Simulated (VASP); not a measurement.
# ZrTl2 (P6/mmm) in VASP: a series of runs, part 2 of 2

VASP 6.6.1.

**3. Relaxation of shape and atoms at fixed volume, PBEsol (24.40 Å³/atom)**

This run uses another cell than the first one, of 24.40 Å³/atom.

Input file INCAR:

```
SYSTEM = ZrTl2
PREC     = Accurate       ! precision mode
ENCUT    = 600            ! plane-wave cutoff, eV
EDIFF    = 1E-6           ! SCF threshold, eV
ISMEAR   = 0              ! smearing method
SIGMA    = 0.05           ! smearing width, eV
LREAL    = .FALSE.        ! projectors in reciprocal space
LASPH    = .TRUE.         ! aspherical terms in the spheres
NELM     = 80             ! most SCF steps
ALGO     = Normal         ! electronic algorithm
ISIF     = 4              ! what is computed and relaxed
LWAVE    = .FALSE.        ! write WAVECAR
LCHARG   = .FALSE.        ! write CHGCAR
GGA      = PS             ! functional
IBRION   = 2              ! ionic algorithm
NSW      = 60             ! ionic steps
EDIFFG   = -0.01          ! ionic threshold
```

Input file KPOINTS:

```
Automatic mesh
0
G
  8 8 8
  0 0 0
```

Input file POSCAR:

```
ZrTl2
1.0
    5.1984363762      0.0000000000      0.0000000000
   -2.5992181881      4.5019779618      0.0000000000
    0.0000000000      0.0000000000      3.1273340743
Zr Tl
1 2
Direct
    0.0000000000      0.0000000000      0.0000000000
    0.3333333333      0.6666666667      0.5000000000
    0.6666666667      0.3333333333      0.5000000000
```

Potentials or basis: VASP PAW PBE potentials, release 64 (Zr_sv, Tl_d).

Command:

```console
$ cat potpaw_PBE.64/Zr_sv/POTCAR potpaw_PBE.64/Tl_d/POTCAR > POTCAR
$ mpirun -np 1 vasp_std > vasp.out
```

OUTCAR:

```text
SYSTEM = ZrTl2
   PREC = Accurate
   ENCUT = 600
   EDIFF = 1E-6
   ISMEAR = 0
   LREAL = .FALSE.
   LASPH = .TRUE.
   NELM = 80
   ISIF = 4
   GGA = PS
   IBRION = 2
   NSW = 60
   EDIFFG = -0.01

 ion  position               nearest neighbor table
   1  0.000  0.000  0.000-   2 3.38   3 3.38   2 3.38   3 3.38   3 3.38   3 3.38   2 3.38   2 3.38
                             3 3.38   3 3.38   2 3.38   2 3.38
   2  0.333  0.667  0.500-   3 3.00   3 3.00   3 3.00   1 3.38   1 3.38   1 3.38   1 3.38   1 3.38
                             1 3.38
   3  0.667  0.333  0.500-   2 3.00   2 3.00   2 3.00   1 3.38   1 3.38   1 3.38   1 3.38   1 3.38
                             1 3.38

  LATTYP: Found a hexagonal cell.
 ALAT       =     5.1984363762
 C/A-ratio  =     0.6015912955

  Lattice vectors:

 A1 = (   5.1984363762,   0.0000000000,   0.0000000000)
 A2 = (  -2.5992181881,   4.5019779618,   0.0000000000)
 A3 = (   0.0000000000,   0.0000000000,   3.1273340743)

Analysis of symmetry for initial positions (statically):
=====================================================================
 Subroutine PRICEL returns:
 Original cell was already a primitive cell.

 Routine SETGRP: Setting up the symmetry group for a
 hexagonal supercell.

 Subroutine GETGRP returns: Found 24 space group operations
 (whereof 24 operations were pure point group operations)
 out of a pool of 24 trial point group operations.

The static configuration has the point symmetry D_6h.

Analysis of symmetry for dynamics (positions and initial velocities):
=====================================================================
 Subroutine PRICEL returns:
 Original cell was already a primitive cell.

[... 181 lines left out ...]
 -----------------------------------------------------------------------------------
      0.00000      0.00000      0.00000         0.000000      0.000000     -0.000000
     -0.00000      3.00132      1.56367        -0.000000      0.000000      0.000000
      2.59922      1.50066      1.56367         0.000000      0.000000     -0.000000
 -----------------------------------------------------------------------------------
    total drift:                                0.000000      0.000000     -0.000000

  FREE ENERGIE OF THE ION-ELECTRON SYSTEM (eV)
  ---------------------------------------------------
  free  energy   TOTEN  =       -13.8119797263 eV

  energy  without entropy=      -13.8079946874  energy(sigma->0) =      -13.80998721

--------------------------------------- Ionic step        2  -------------------------------------------

 number of electron      38.0000000 magnetization

 Free energy of the ion-electron system (eV)
  ---------------------------------------------------
  ext. energy  EPLUGINS =         0.00000000
  ---------------------------------------------------
  free energy    TOTEN  =       -13.81201221 eV

  energy without entropy =      -13.80794977  energy(sigma->0) =      -13.80998099

 E-fermi :   8.3608     XC(G=0): -11.1261

 val. band max:        8.3498045620   @ k =   0.0000   0.0000   0.2500
 cond. band min:       8.3752016447   @ k =   0.1250   0.1250   0.2500
 fundamental gap:      0.0253970827
 Fermi energy:         8.3607926662

 k-point     1 :       0.0000    0.0000    0.0000
  band No.  band energies     occupation
      1     -41.0746      2.00000
      2     -19.2298      2.00000
      3     -19.2298      2.00000
      4     -18.5450      2.00000
      5      -3.8790      2.00000
      6      -3.4970      2.00000
[... 613 lines left out ...]
     22      10.0178      0.00000
     23      10.9021      0.00000

 [... further k-points ...]

------------------------ aborting loop because EDIFF is reached ----------------------------------------

  FORCE on cell =-STRESS in cart. coord.  units (eV):
  Direction    XX          YY          ZZ          XY          YZ          ZX
  --------------------------------------------------------------------------------------
  -------------------------------------------------------------------------------------
  Total       -1.1579677     -1.1579677     -1.1865249     -0.0000000     -0.0000000      0.0000000
  in kB      -25.3487554    -25.3487554    -25.9738932     -0.0000000     -0.0000000      0.0000000
  external PRESSURE =     -25.5571347 kB  Pullay stress =       0.0000000 kB

 VOLUME and BASIS-vectors are now :
 -----------------------------------------------------------------------------
  energy-cutoff  :      600.00
  volume of cell :       73.19
      direct lattice vectors                 reciprocal lattice vectors
     5.200363271  0.000000000  0.000000000     0.192294259  0.111021142  0.000000000
    -2.600181636  4.503646702 -0.000000000     0.000000000  0.222042284  0.000000000
     0.000000000 -0.000000000  3.125016956     0.000000000  0.000000000  0.319998264

 POSITION                                       TOTAL-FORCE (eV/Angst)
 -----------------------------------------------------------------------------------
      0.00000     -0.00000      3.12502         0.000000      0.000000      0.000000
     -0.00000      3.00243      1.56251        -0.000000      0.000000      0.000000
      2.60018      1.50122      1.56251         0.000000     -0.000000     -0.000000
 -----------------------------------------------------------------------------------
    total drift:                               -0.000000      0.000000     -0.000000

  FREE ENERGIE OF THE ION-ELECTRON SYSTEM (eV)
  ---------------------------------------------------
  free  energy   TOTEN  =       -13.8120122102 eV

  energy  without entropy=      -13.8079497663  energy(sigma->0) =      -13.80998099

 reached required accuracy - stopping structural energy minimisation
```

OSZICAR:

```text
N       E                     dE             d eps       ncg     rms          rms(c)
DAV:   1     0.289343547401E+03    0.28934E+03   -0.22927E+04  2300   0.182E+03
DAV:   2    -0.227639135221E+01   -0.29162E+03   -0.28890E+03  2596   0.411E+02
DAV:   3    -0.142375835439E+02   -0.11961E+02   -0.11702E+02  3429   0.668E+01
DAV:   4    -0.147061167803E+02   -0.46853E+00   -0.46820E+00  2892   0.926E+00
DAV:   5    -0.147119958710E+02   -0.58791E-02   -0.58788E-02  3091   0.121E+00    0.104E+01
DAV:   6    -0.139311972054E+02    0.78080E+00   -0.25660E+00  2658   0.764E+00    0.466E+00
DAV:   7    -0.138207474850E+02    0.11045E+00   -0.37159E-01  3066   0.385E+00    0.240E+00
DAV:   8    -0.138127917164E+02    0.79558E-02   -0.35141E-02  2789   0.104E+00    0.863E-01
DAV:   9    -0.138119799602E+02    0.81176E-03   -0.44919E-03  2614   0.540E-01    0.638E-02
DAV:  10    -0.138119784284E+02    0.15318E-05   -0.16767E-04  2989   0.949E-02    0.204E-02
DAV:  11    -0.138119788744E+02   -0.44609E-06   -0.13015E-05  2772   0.231E-02    0.996E-03
DAV:  12    -0.138119797263E+02   -0.85189E-06   -0.29337E-06  1861   0.823E-03
   1 F= -.13811980E+02 E0= -.13809987E+02  d E =-.138120E+02
       N       E                     dE             d eps       ncg     rms          rms(c)
DAV:   1    -0.138122732428E+02   -0.29437E-03   -0.11970E-02  2321   0.815E-01    0.778E-02
DAV:   2    -0.138120849140E+02    0.18833E-03   -0.29725E-04  2475   0.113E-01    0.404E-02
DAV:   3    -0.138120125954E+02    0.72319E-04   -0.16953E-04  2678   0.868E-02    0.744E-03
DAV:   4    -0.138120122102E+02    0.38520E-06   -0.73244E-06  2379   0.167E-02
   2 F= -.13812012E+02 E0= -.13809981E+02  d E =-.324838E-04
```

It took 79 s on 1 thread of Intel Xeon 6975P-C (Granite Rapids), shared host; peak memory 0.28 GiB.

Results:

| Item | Value |
| --- | --- |
| Free energy | -13.8120 eV |
| Energy gained by relaxing | 0.0 meV/atom |
| Ionic steps | 2 |
| Pressure after relaxing | -2.6 GPa |
| Band gap on the k mesh | zero (bands 19 and 20 overlap by 0.96 eV) |

Final structure:
```yaml
crystal:
  lattice:
    - [5.20036, 0.00000, 0.00000]
    - [-2.60018, 4.50365, 0.00000]
    - [0.00000, 0.00000, 3.12502]
  atoms:
    - { symbol: Zr, position: [0.00000, 0.00000, 0.00000] }
    - { symbol: Tl, position: [0.33333, 0.66667, 0.50000] }
    - { symbol: Tl, position: [0.66667, 0.33333, 0.50000] }
```

Levels at points of the mesh, in eV from the Fermi level:
```tsv
k point	band 17	band 18	band 19	band 20	band 21	band 22
(0.00, 0.00, 0.00)	-2.64	-2.64	-1.39	1.50	1.50	2.70
(0.50, 0.00, 0.00)	-2.50	-2.44	-0.47	0.05	2.29	2.37
(0.00, 0.00, 0.50)	-0.90	-0.90	-0.58	0.87	0.87	1.40
(0.50, 0.00, 0.50)	-2.27	-2.25	-2.00	1.18	1.19	1.36
```

Caveat: the PAW data sets were made with another functional, which shifts forces and pressure a little; spin-orbit coupling is left out, which moves the levels of the heavy elements.

The gap in the log of VASP goes by the Fermi energy; the results here count the filled bands.